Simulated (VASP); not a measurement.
# TaF3 (Pm-3m) in VASP: notebook, part 2 of 2

VASP 6.6.1. Earlier steps stand in the parts before.

### 3 Relaxation of cell and atoms, r2SCAN

Input file POSCAR:

```
TaF3
1.0
    3.9649940000      0.0000000000      0.0000000000
    0.0000000000      3.9649940000      0.0000000000
    0.0000000000      0.0000000000      3.9649940000
Ta F
1 3
Direct
    0.0000000000      0.0000000000      0.0000000000
    0.5000000000      0.0000000000      0.0000000000
    0.0000000000      0.5000000000      0.0000000000
    0.0000000000      0.0000000000      0.5000000000
```

Input file INCAR.step1:

```
ALGO = Normal ; EDIFF = 1E-4
ENCUT = 600 ; GGA = PE
ISMEAR = 1 ; LASPH = T
LCHARG = F ; LREAL = F
LWAVE = T ; NELM = 80
PREC = Accurate ; SIGMA = 0.05
```

Input file INCAR.step2:

```
ALGO = Normal ; EDIFF = 1E-7
EDIFFG = -0.001 ; ENCUT = 600
IBRION = 2 ; ISIF = 3
ISMEAR = 1 ; ISTART = 1
LASPH = T ; LCHARG = F
LMIXTAU = T ; LREAL = F
LWAVE = F ; METAGGA = R2SCAN
NELM = 80 ; NSW = 60
PREC = Accurate ; SIGMA = 0.05
```

Input file KPOINTS:

```
k-points
0
Gamma
  5 5 5
```

Potentials or basis: VASP PAW PBE potentials, release 64 (Ta_pv, F).

Launch:

```console
cat potpaw_PBE.64/Ta_pv/POTCAR potpaw_PBE.64/F/POTCAR > POTCAR
cp INCAR.step1 INCAR
mpirun -np 1 vasp_std > vasp.out
cp INCAR.step2 INCAR
mpirun -np 1 vasp_std > vasp.out
```

Run time: 4.3 min. Hardware: 1 thread of Intel Xeon Platinum 8488C (Sapphire Rapids), shared host; peak memory 0.2 GiB.

Results (log left out):

```yaml
Free_energy: -68.1127 eV
Relaxed_volume: 17.15 Å³/atom
Relaxed_cell: a = 4.093 Å, b = 4.093 Å, c = 4.093 Å, α = 90.00°, β = 90.00°, γ = 90.00°
Space_group_after_relaxing_to_0.05_Å: Pm-3m (No. 221)
Energy_gained_by_relaxing: 60.6 meV/atom
Ionic_steps: 18
Pressure_after_relaxing: 0.0 GPa
Band_gap_on_the_k_mesh: zero (band 16 reaches 4.58 eV, above the bottom of band 17 at 2.53 eV)
```

Step by step:
| step | energy change (eV) | largest force (eV/Å) | pressure (GPa) | volume (Å³) |
| --- | --- | --- | --- | --- |
| 1 | 0.0000 | 0.0000 | 13.67 | 62.33 |
| 2 | -0.0530 | 0.0000 | -8.56 | 75.12 |
| 3 | -0.2426 | 0.0000 | -0.09 | 68.65 |
| 4 | -0.2426 | 0.0000 | 0.13 | 68.52 |
| 5 | -0.2426 | 0.0000 | 0.13 | 68.52 |
| 6 | -0.2426 | 0.0000 | 0.12 | 68.52 |
| 7 | -0.2426 | 0.0000 | 0.12 | 68.52 |
| 8 | -0.2426 | 0.0000 | 0.12 | 68.52 |
| 9 | -0.2426 | 0.0000 | 0.12 | 68.52 |
| 10 | -0.2426 | 0.0000 | 0.12 | 68.52 |
| 11 | -0.2426 | 0.0000 | 0.12 | 68.52 |
| 12 | -0.2426 | 0.0000 | 0.12 | 68.52 |
| 13 | -0.2426 | 0.0000 | 0.12 | 68.52 |
| 14 | -0.2426 | 0.0000 | 0.11 | 68.53 |
| 15 | -0.2426 | 0.0000 | 0.09 | 68.54 |
| 16 | -0.2426 | 0.0000 | 0.07 | 68.55 |
| 17 | -0.2426 | 0.0000 | 0.01 | 68.58 |
| 18 | -0.2426 | 0.0000 | 0.00 | 68.59 |

Final structure:
```xyz
4
Lattice="4.0934 0.0000 0.0000 0.0000 4.0934 0.0000 0.0000 0.0000 4.0934" Properties=species:S:1:pos:R:3 pbc="T T T"
Ta    0.0000    0.0000    0.0000
F     2.0467    0.0000    0.0000
F     0.0000    2.0467    0.0000
F     4.0934    0.0000    2.0467
```

Levels at points of the mesh, in eV from the Fermi level:
```csv
k point,band 13,band 14,band 15,band 16,band 17,band 18,band 19,band 20
"(0.00, 0.00, 0.00)",-8.70,-8.70,-8.70,-0.86,-0.86,-0.86,0.07,2.23
```

Caveat: the PAW data sets were made with another functional, which shifts forces and pressure a little; spin-orbit coupling is left out, which moves the levels of the heavy elements; the volume moved by +10 % from the deposited cell, more than functionals usually miss. Zero-point motion and thermal expansion aren't in these numbers.

### 4 Relaxation of cell and atoms, r2SCAN+U

POSCAR is that of step 3.

Input file INCAR.step1:

```
SYSTEM = TaF3
  ALGO = Normal
  EDIFF = 1E-4
  ENCUT = 600
  GGA = PE
  ISMEAR = -1
  LASPH = .True.
  LCHARG = .False.
  LDAU = .True.
  LDAUJ = 0 0
  LDAUL = 2 -1
  LDAUTYPE = 2
  LDAUU = 4 0
  LMAXMIX = 4
  LREAL = .False.
  LWAVE = .True.
  NELM = 150
  PREC = Accurate
  SIGMA = 0.1
```

Input file INCAR.step2:

```
SYSTEM = TaF3
  ALGO = Normal
  EDIFF = 1E-6
  EDIFFG = -0.01
  ENCUT = 600
  IBRION = 2
  ISIF = 3
  ISMEAR = -1
  ISTART = 1
  LASPH = .True.
  LCHARG = .False.
  LDAU = .True.
  LDAUJ = 0 0
  LDAUL = 2 -1
  LDAUPRINT = 1
  LDAUTYPE = 2
  LDAUU = 4 0
  LMAXMIX = 4
  LMIXTAU = .True.
  LREAL = .False.
  LWAVE = .False.
  METAGGA = R2SCAN
  NELM = 150
  NSW = 60
  PREC = Accurate
  SIGMA = 0.1
```

Input file KPOINTS:

```
k-points
0
Gamma
  5 5 5
  0 0 0
```

Launch:

```console
cat potpaw_PBE.64/Ta_pv/POTCAR potpaw_PBE.64/F/POTCAR > POTCAR
cp INCAR.step1 INCAR
mpirun -np 1 vasp_std > vasp.out
cp INCAR.step2 INCAR
mpirun -np 1 vasp_std > vasp.out
```

Wall time 2.1 min (1 thread of Intel Xeon Platinum 8488C (Sapphire Rapids), shared host); peak memory 0.2 GiB.

The run converged. Its results:

| Property | Result |
| --- | --- |
| Free energy | -64.6848 eV |
| Relaxed volume | 17.73 Å³/atom |
| Relaxed cell | a = 4.139 Å, b = 4.139 Å, c = 4.139 Å, α = 90.00°, β = 90.00°, γ = 90.00° |
| Space group after relaxing (to 0.05 Å) | Pm-3m (No. 221) |
| Energy gained by relaxing | 110.3 meV/atom |
| Ionic steps | 4 |
| Pressure after relaxing | 0.1 GPa |
| Band gap on the k mesh | zero (band 16 reaches 4.49 eV, above the bottom of band 17 at 2.59 eV) |

Step by step:
```csv
step,energy change (eV),largest force (eV/Å),pressure (GPa),volume (Å³)
1,0.0000,0.0000,18.34,62.33
2,-0.1432,0.0000,-9.73,79.85
3,-0.4412,0.0000,-0.18,71.11
4,-0.4412,0.0000,0.09,70.93
```

Final structure:
```cif
data_structure
_symmetry_space_group_name_H-M 'P 1'
_symmetry_Int_Tables_number 1
_cell_length_a 4.1395
_cell_length_b 4.1395
_cell_length_c 4.1395
_cell_angle_alpha 90.000
_cell_angle_beta 90.000
_cell_angle_gamma 90.000
_cell_volume 70.93
loop_
_atom_site_label
_atom_site_type_symbol
_atom_site_fract_x
_atom_site_fract_y
_atom_site_fract_z
_atom_site_occupancy
Ta1 Ta 0.00000 0.00000 0.00000 1
F1 F 0.50000 0.00000 0.00000 1
F2 F 0.00000 0.50000 0.00000 1
F3 F 0.00000 0.00000 0.50000 1
```

Levels at points of the mesh, in eV from the Fermi level:
| k point | band 12 | band 13 | band 14 | band 15 | band 16 | band 17 | band 18 | band 19 | band 20 |
| --- | --- | --- | --- | --- | --- | --- | --- | --- | --- |
| (0.00, 0.00, 0.00) | -8.82 | -8.76 | -8.76 | -8.76 | -0.85 | -0.85 | -0.85 | -0.27 | 2.64 |

Eigenvalues of the final occupation matrices:
| site | spin | trace | eigenvalues |
| --- | --- | --- | --- |
| site 1 d | 1 | 1.14 | 0.13 0.13 0.29 0.29 0.29 |
| site 1 d | 2 | 1.14 | 0.13 0.13 0.29 0.29 0.29 |

Caveat: the PAW data sets were made with another functional, which shifts forces and pressure a little; spin-orbit coupling is left out, which moves the levels of the heavy elements; the volume moved by +14 % from the deposited cell, more than functionals usually miss; U without spin polarisation on a metal has little footing. Zero-point motion and thermal expansion aren't in these numbers.

### 5 The runs side by side

| level | U | smearing | gap on the mesh (eV) | pressure (GPa) | relaxed volume (Å³/atom) |
| --- | --- | --- | --- | --- | --- |
| r2SCAN | - | methfessel-paxton 0.025 eV | none | 0.1 | 17.13 |
| r2SCAN | - | methfessel-paxton 0.05 eV | none | 0.0 | 17.15 |
| r2SCAN+U | Ta d U = 4.0 eV | fermi-dirac 0.1 eV | none | 0.1 | 17.73 |

Alike in all rows: task relaxation of cell and atoms; potentials or basis VASP PAW PBE potentials, release 64 (Ta_pv, F); no spin polarisation; cell relaxed; k mesh 5 × 5 × 5; cutoff (eV) 600.

Caveats: the PAW data sets were made with another functional, which shifts forces and pressure a little; spin-orbit coupling is left out, which moves the levels of the heavy elements; the volume moved by +10 % from the deposited cell, more than functionals usually miss (some runs); the volume moved by +14 % from the deposited cell, more than functionals usually miss (some runs); U without spin polarisation on a metal has little footing (some runs).

Total energies depend on the potentials used, so only differences within one code and one set of settings carry meaning.
